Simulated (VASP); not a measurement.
Input of a VASP 6.6.1 run:

INCAR

```
PREC = Accurate
ENCUT = 520
EDIFF = 1E-7
ISMEAR = 1
SIGMA = 0.1
LREAL = False
LASPH = True
NELM = 100
ALGO = Normal
ISIF = 2
LWAVE = False
LCHARG = False
NBANDS = 10
```

The input KPOINTS:

```
regular mesh
0
Gamma
  10 10 10
```

POSCAR

```
Re
1.0
    2.5355119118      0.0000000000      0.0000000000
    0.0000000000      2.5355119118      0.0000000000
    0.0000000000      0.0000000000      2.5355119118
Re
1
Direct
    0.0000000000      0.0000000000      0.0000000000
```

Potentials or basis: VASP PAW LDA potentials, release 64 (Re).

Command:

```console
$ cat potpaw_LDA.64/Re/POTCAR > POTCAR
$ mpirun -np 1 vasp_std > vasp.out
```

Task: What does it give for the pressure?

Result: 0.5 GPa.
